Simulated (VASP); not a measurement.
# Ge2Sb3 (P-3m1) in VASP: a series of runs

The runs below take Ge2Sb3 through single point, relaxation of cell and atoms, with PBE.

Everything below comes from runs of VASP 6.6.1. Logs are shortened: lines on timing, memory, paths and dates and some standing lists are left out, and cuts for length are marked.

### Step 1. The cell of the first run

It takes space group P-3m1 (No. 164, trigonal). The conventional cell has a = 4.873 Å, b = 4.873 Å, c = 6.476 Å, α = 90.00°, β = 90.00°, γ = 120.00°. Within 3.9 Å of Ge (site symmetry 3m) lie 8 Sb at 2.91 to 3.56 Å and 3 Ge at 3.82 Å. Within 4.1 Å of Sb (site symmetry -3m) lie 6 Ge at 3.09 Å and 6 Sb at 3.62 Å. Within 3.8 Å of Sb (site symmetry 3m) lie 5 Ge at 2.91 to 3.56 Å and 6 Sb at 3.41 to 3.62 Å.

### Step 2. Single point, PBE

Input file INCAR:

```
  PREC = Accurate
  ENCUT = 520
  EDIFF = 1E-6
  ISMEAR = 0
  SIGMA = 0.1
  LREAL = False
  LASPH = True
  NELM = 100
  ALGO = Normal
  ISIF = 2
  LWAVE = False
  LCHARG = False
  GGA = PE
  NBANDS = 30
```

Input file KPOINTS:

```
regular mesh
0
Gamma
  6 6 4
```

Input file POSCAR:

```
Ge2Sb3
1.0
    4.8726970750      0.0000000000      0.0000000000
   -2.4363485375      4.2198794519      0.0000000000
    0.0000000000      0.0000000000      6.4756772306
Ge Sb
2 3
Direct
    0.3333333333      0.6666666667      0.1990935090
    0.6666666667      0.3333333333      0.8009064910
    0.0000000000      0.0000000000      0.0000000000
    0.3333333333      0.6666666667      0.6489557177
    0.6666666667      0.3333333333      0.3510442823
```

Potentials or basis: VASP PAW PBE potentials, release 64 (Ge_d, Sb).

Started as:

```
$ cat potpaw_PBE.64/Ge_d/POTCAR potpaw_PBE.64/Sb/POTCAR > POTCAR
$ mpirun -np 1 vasp_std > vasp.out
```

OUTCAR:

```text
PREC = Accurate
   ENCUT = 520
   EDIFF = 1E-6
   ISMEAR = 0
   LREAL = False
   LASPH = True
   NELM = 100
   ISIF = 2
   GGA = PE

 ion  position               nearest neighbor table
   1  0.333  0.667  0.199-   4 2.91   5 2.98   5 2.98   5 2.98   3 3.09   3 3.09   3 3.09
   2  0.667  0.333  0.801-   5 2.91   4 2.98   4 2.98   4 2.98   3 3.09   3 3.09   3 3.09
   3  0.000  0.000  0.000-   1 3.09   2 3.09   2 3.09   1 3.09   2 3.09   1 3.09   4 3.62   5 3.62
                             5 3.62   4 3.62   4 3.62   5 3.62
   4  0.333  0.667  0.649-   1 2.91   2 2.98   2 2.98   2 2.98   5 3.41   5 3.41   5 3.41   3 3.62
                             3 3.62   3 3.62
   5  0.667  0.333  0.351-   2 2.91   1 2.98   1 2.98   1 2.98   4 3.41   4 3.41   4 3.41   3 3.62
                             3 3.62   3 3.62

  LATTYP: Found a hexagonal cell.
 ALAT       =     4.8726970750
 C/A-ratio  =     1.3289718468

  Lattice vectors:

 A1 = (   4.8726970750,   0.0000000000,   0.0000000000)
 A2 = (  -2.4363485375,   4.2198794519,   0.0000000000)
 A3 = (   0.0000000000,   0.0000000000,   6.4756772306)

Analysis of symmetry for initial positions (statically):
=====================================================================
 Subroutine PRICEL returns:
 Original cell was already a primitive cell.

 Routine SETGRP: Setting up the symmetry group for a
 hexagonal supercell.

 Subroutine GETGRP returns: Found 12 space group operations
 (whereof 12 operations were pure point group operations)
 out of a pool of 24 trial point group operations.

The static configuration has the point symmetry D_3d.

Analysis of symmetry for dynamics (positions and initial velocities):
=====================================================================
 Subroutine PRICEL returns:
 Original cell was already a primitive cell.

 Routine SETGRP: Setting up the symmetry group for a
 hexagonal supercell.

 Subroutine GETGRP returns: Found 12 space group operations
 (whereof 12 operations were pure point group operations)
 out of a pool of 24 trial point group operations.

The dynamic configuration has the point symmetry D_3d.

 Subroutine INISYM returns: Found 12 space group operations
 (whereof 12 operations are pure point group operations),
 and found     1 'primitive' translations

----------------------------------------------------------------------------------------

                                     Primitive cell

[... 95 lines left out ...]
   EDIFF  = 0.1E-05   stopping-criterion for ELM
   LREAL  =      F    real-space projection
   EDIFFG = 0.1E-04   stopping-criterion for IOM
   NSW    =      0    number of steps for IOM
   IBRION =     -1    ionic relax: 0-MD 1-quasi-New 2-CG
   NFREE  =      0    steps in history (QN), initial steepest desc. (CG)
   ISIF   =      2    stress and relaxation
   ISYM   =      2    0-nonsym 1-usesym 2-fastsym
   POTIM  = 0.5000    time-step for ionic-motion
   TEBEG  =    0.0;   TEEND  =   0.0 temperature during run
   PSTRESS=    0.0 pullay stress
   NELECT =      43.0000    total number of electrons
   NUPDOWN=      -1.0000    fix difference up-down
   EMIN   =  10.00;   EMAX   =-10.00  energy-range for DOS
   EFERMI =   0.00;   METHOD = LEGACY
   ISMEAR =     0;   SIGMA  =   0.10  broadening in eV -4-tet -1-fermi 0-gaus
   EFERMI_NEDOS =   21; number of points for ismear=-14 and -15
   IALGO  =     38    algorithm
   IMIX   =      4    mixing-type and parameters
     AMIX     =   0.40;   BMIX     =  1.00
     AMIX_MAG =   1.60;   BMIX_MAG =  1.00
  volume/ion in A,a.u.               =      26.63       179.71
  Fermi-wavevector in a.u.,A,eV,Ry     =   1.123172  2.122486 17.163945  1.261514
  Thomas-Fermi vector in A             =   2.259836
   LORBIT       =      0    0 simple, 1 ext, 2 COOP (PROOUT), +10 PAW based schemes
   GGA     = PE    functional components
   LHFCALC =     F    Hartree Fock is set to
   AEXX    =    0.0000 exact exchange contribution
   IVDW    =     0    specifies the selected vdW correction
   LEPSILON=     F    determine dielectric tensor
   LRPA    =     F    only Hartree local field effects (RPA)
 non-spin polarized calculation
 Gauss-broadening in eV      SIGMA  =   0.10
  energy-cutoff  :      520.00
  volume of cell :      133.15
 maximum number of plane-waves:      3624
   NGX = 19   NGY = 19   NGZ = 25

 number of electron      42.9999976 magnetization

 Free energy of the ion-electron system (eV)
  ---------------------------------------------------
  ext. energy  EPLUGINS =         0.00000000
  ---------------------------------------------------
  free energy    TOTEN  =       -20.14015189 eV

  energy without entropy =      -20.13156560  energy(sigma->0) =      -20.13585874

 E-fermi :   6.6938     XC(G=0):  -9.8926

 val. band max:        6.6171647872   @ k =   0.3333   0.0000   0.5000
 cond. band min:       6.7005006376   @ k =   0.3333   0.3333   0.5000
 fundamental gap:      0.0833358505
 Fermi energy:         6.6938317850

 k-point     1 :       0.0000    0.0000    0.0000
  band No.  band energies     occupation
      1     -18.0492      2.00000
      2     -18.0492      2.00000
      3     -18.0468      2.00000
      4     -18.0468      2.00000
      5     -18.0463      2.00000
      6     -18.0433      2.00000
[... 781 lines left out ...]
     29      12.0150      0.00000
     30      12.0150      0.00000

------------------------ aborting loop because EDIFF is reached ----------------------------------------

  FORCE on cell =-STRESS in cart. coord.  units (eV):
  Direction    XX          YY          ZZ          XY          YZ          ZX
  --------------------------------------------------------------------------------------
  -------------------------------------------------------------------------------------
  Total        0.2698214      0.2698214     -0.2489095      0.0000000      0.0000000      0.0000000
  in kB        3.2466265      3.2466265     -2.9950036      0.0000000      0.0000000      0.0000000
  external PRESSURE =       1.1660831 kB  Pullay stress =       0.0000000 kB

 VOLUME and BASIS-vectors are now :
 -----------------------------------------------------------------------------
  energy-cutoff  :      520.00
  volume of cell :      133.15
      direct lattice vectors                 reciprocal lattice vectors
     4.872697075  0.000000000  0.000000000     0.205225152  0.118486797  0.000000000
    -2.436348537  4.219879452  0.000000000     0.000000000  0.236973594  0.000000000
     0.000000000  0.000000000  6.475677231     0.000000000  0.000000000  0.154424003

 POSITION                                       TOTAL-FORCE (eV/Angst)
 -----------------------------------------------------------------------------------
     -0.00000      2.81325      1.28927         0.000000      0.000000     -0.000144
      2.43635      1.40663      5.18641        -0.000000      0.000000      0.000144
      0.00000      0.00000      0.00000         0.000000      0.000000     -0.000000
     -0.00000      2.81325      4.20243        -0.000000     -0.000000     -0.020631
      2.43635      1.40663      2.27325         0.000000      0.000000      0.020631
 -----------------------------------------------------------------------------------
    total drift:                                0.000000      0.000000     -0.000000

  FREE ENERGIE OF THE ION-ELECTRON SYSTEM (eV)
  ---------------------------------------------------
  free  energy   TOTEN  =       -20.1401518876 eV

  energy  without entropy=      -20.1315655964  energy(sigma->0) =      -20.13585874
```

Run time: 33 s. Hardware: 1 thread of Intel Xeon 6975P-C (Granite Rapids), shared host; peak memory 0.27 GiB.

What came out:

```yaml
Free_energy: -20.1402 eV
Pressure: 0.1 GPa
Largest_force: 0.021 eV/Å
Band_gap_on_the_k_mesh: zero (an odd number of electrons rules out a gap without spin polarisation)
```

Forces in eV/Å, atoms in the order of the input:
```
Ge   0.000  0.000  0.000
Ge   0.000  0.000  0.000
Sb   0.000  0.000  0.000
Sb   0.000  0.000 -0.021
Sb   0.000  0.000  0.021
```

Levels at points of the mesh, in eV from the Fermi level:
```csv
k point,band 19,band 20,band 21,band 22,band 23,band 24
"(0.00, 0.00, 0.00)",-2.27,-2.24,-0.95,-0.77,-0.77,0.10
"(0.50, 0.00, 0.00)",-1.78,-1.68,-1.07,-0.76,1.85,2.78
"(0.00, 0.00, 0.50)",-2.06,-2.06,-1.80,-1.80,-0.98,0.49
"(0.50, 0.00, 0.50)",-2.10,-1.92,-0.71,0.13,1.61,1.76
```

Caveat: spin-orbit coupling is left out, which moves the levels of the heavy elements.

### Step 3. Relaxation of cell and atoms, PBE

This run uses another cell than the first one, of 23.29 Å³/atom.

Input file INCAR:

```
SYSTEM = Ge2Sb3
PREC     = Accurate       ! precision mode
ENCUT    = 600            ! plane-wave cutoff, eV
EDIFF    = 1E-6           ! SCF threshold, eV
ISMEAR   = 0              ! smearing method
SIGMA    = 0.1            ! smearing width, eV
LREAL    = .FALSE.        ! projectors in reciprocal space
LASPH    = .TRUE.         ! aspherical terms in the spheres
NELM     = 80             ! most SCF steps
ALGO     = Normal         ! electronic algorithm
ISIF     = 3              ! what is computed and relaxed
LWAVE    = .FALSE.        ! write WAVECAR
LCHARG   = .FALSE.        ! write CHGCAR
GGA      = PE             ! functional
IBRION   = 2              ! ionic algorithm
NSW      = 90             ! ionic steps
EDIFFG   = -0.04          ! ionic threshold
```

Input file KPOINTS:

```
regular mesh
0
G
  6 6 4
  0 0 0
```

Input file POSCAR:

```
Ge2Sb3
1.0
    4.4211322247      0.0000000000      0.0000000000
   -2.2105661123      3.8288128201      0.0000000000
    0.0000000000      0.0000000000      6.8785635882
Ge Sb
2 3
Direct
    0.3333333333      0.6666666667      0.2450000000
    0.6666666667      0.3333333333      0.7550000000
    0.0000000000      0.0000000000      0.0000000000
    0.3333333333      0.6666666667      0.6450000000
    0.6666666667      0.3333333333      0.3550000000
```

Potentials or basis: VASP PAW PBE potentials, release 64 (Ge_d, Sb).

Started as:

```
$ cat potpaw_PBE.64/Ge_d/POTCAR potpaw_PBE.64/Sb/POTCAR > POTCAR
$ mpirun -np 1 vasp_std > vasp.out
```

OUTCAR:

```text
SYSTEM = Ge2Sb3
   PREC = Accurate
   ENCUT = 600
   EDIFF = 1E-6
   ISMEAR = 0
   LREAL = .FALSE.
   LASPH = .TRUE.
   NELM = 80
   ISIF = 3
   GGA = PE
   IBRION = 2
   NSW = 90
   EDIFFG = -0.04

 ion  position               nearest neighbor table
   1  0.333  0.667  0.245-   5 2.66   5 2.66   5 2.66   4 2.75   3 3.06   3 3.06   3 3.06
   2  0.667  0.333  0.755-   4 2.66   4 2.66   4 2.66   5 2.75   3 3.06   3 3.06   3 3.06
   3  0.000  0.000  0.000-   1 3.06   2 3.06   1 3.06   2 3.06   2 3.06   1 3.06   4 3.53   5 3.53
                             5 3.53   4 3.53   5 3.53   4 3.53
   4  0.333  0.667  0.645-   2 2.66   2 2.66   2 2.66   1 2.75   5 3.24   5 3.24   5 3.24   3 3.53
                             3 3.53   3 3.53
   5  0.667  0.333  0.355-   1 2.66   1 2.66   1 2.66   2 2.75   4 3.24   4 3.24   4 3.24   3 3.53
                             3 3.53   3 3.53

  LATTYP: Found a hexagonal cell.
 ALAT       =     4.4211322247
 C/A-ratio  =     1.5558375635

  Lattice vectors:
[... 979 lines left out ...]

[... ionic steps 4 to 9 ...]

--------------------------------------- Ionic step       10  -------------------------------------------

 number of electron      42.9999977 magnetization

------------------------ aborting loop because EDIFF is reached ----------------------------------------
[... 73 lines left out ...]
--------------------------------------- Ionic step       12  -------------------------------------------

 number of electron      42.9999991 magnetization

 Free energy of the ion-electron system (eV)
  ---------------------------------------------------
  ext. energy  EPLUGINS =         0.00000000
  ---------------------------------------------------
  free energy    TOTEN  =       -20.14064663 eV

  energy without entropy =      -20.12932510  energy(sigma->0) =      -20.13498586

 E-fermi :   6.7296     XC(G=0):  -9.8991

 val. band max:        6.6792307885   @ k =   0.3333   0.1667   0.5000
 cond. band min:       6.7297498864   @ k =   0.3333   0.3333   0.5000
 fundamental gap:      0.0505190980
 Fermi energy:         6.7296276387

 k-point     1 :       0.0000    0.0000    0.0000
  band No.  band energies     occupation
      1     -18.0464      2.00000
      2     -18.0464      2.00000
      3     -18.0438      2.00000
      4     -18.0438      2.00000
      5     -18.0435      2.00000
      6     -18.0402      2.00000
[... 693 lines left out ...]
  FREE ENERGIE OF THE ION-ELECTRON SYSTEM (eV)
  ---------------------------------------------------
  free  energy   TOTEN  =       -20.1406466324 eV

  energy  without entropy=      -20.1293250965  energy(sigma->0) =      -20.13498586

 reached required accuracy - stopping structural energy minimisation
```

Run time: 4.5 min. Hardware: 1 thread of Intel Xeon 6975P-C (Granite Rapids), shared host; peak memory 0.3 GiB.

What came out:

```
Free energy                           : -20.1406 eV
Relaxed volume                        : 26.61 Å³/atom
Relaxed cell                          : a = 4.896 Å, b = 4.896 Å, c = 6.409 Å, α = 90.00°, β = 90.00°, γ = 120.00°
Space group after relaxing (to 0.1 Å) : P-3m1 (No. 164)
Energy gained by relaxing             : 269.0 meV/atom
Ionic steps                           : 12
Pressure after relaxing               : 0.1 GPa
Largest force after relaxing          : 0.028 eV/Å
Band gap on the k mesh                : zero (an odd number of electrons rules out a gap without spin polarisation)
```

Forces in eV/Å, atoms in the order of the input:
```
Ge   0.000  0.000  0.011
Ge   0.000  0.000 -0.011
Sb   0.000  0.000  0.000
Sb   0.000  0.000  0.028
Sb   0.000  0.000 -0.028
```

Stress tensor (GPa, compression positive):
```
0.07 0.00 0.00
0.00 0.07 0.00
0.00 0.00 0.24
```

Step by step:
| step | energy change (eV) | largest force (eV/Å) | pressure (GPa) | volume (Å³) |
| --- | --- | --- | --- | --- |
| 1 | 0.0000 | 1.7419 | 14.04 | 116.44 |
| 2 | -0.8223 | 0.2534 | -4.35 | 154.29 |
| 3 | -1.0113 | 0.6330 | -0.51 | 140.69 |
| 4 | -1.0807 | 0.5915 | -0.46 | 139.79 |
| 5 | -1.2392 | 0.4526 | -0.27 | 136.88 |
| 6 | -1.2478 | 0.5173 | 1.37 | 130.00 |
| 7 | -1.3106 | 0.3885 | 0.42 | 133.61 |
| 8 | -1.3112 | 0.3734 | 0.51 | 133.13 |
| 9 | -1.3345 | 0.1042 | -0.92 | 135.57 |
| 10 | -1.3399 | 0.0824 | -0.65 | 134.80 |
| 11 | -1.3394 | 0.0522 | 0.76 | 131.13 |
| 12 | -1.3450 | 0.0280 | 0.12 | 133.03 |

Final structure:
```
Ge Sb
1.0
     4.89567    0.00000    0.00000
    -2.44784    4.23978    0.00000
     0.00000    0.00000    6.40891
Ge Sb
2 3
Direct
  0.33333 0.66667 0.19631
  0.66667 0.33333 0.80369
  0.00000 0.00000 0.00000
  0.33333 0.66667 0.64763
  0.66667 0.33333 0.35237
```

Levels at points of the mesh, in eV from the Fermi level:
```csv
k point,band 19,band 20,band 21,band 22,band 23,band 24
"(0.00, 0.00, 0.00)",-2.35,-2.31,-1.10,-0.74,-0.74,0.11
"(0.50, 0.00, 0.00)",-1.78,-1.62,-1.13,-0.81,1.74,2.87
"(0.00, 0.00, 0.50)",-2.13,-2.13,-1.83,-1.83,-1.04,0.43
"(0.50, 0.00, 0.50)",-2.03,-1.87,-0.68,0.16,1.65,1.74
```

Caveat: spin-orbit coupling is left out, which moves the levels of the heavy elements.

(Continued in part 2 of 2.)
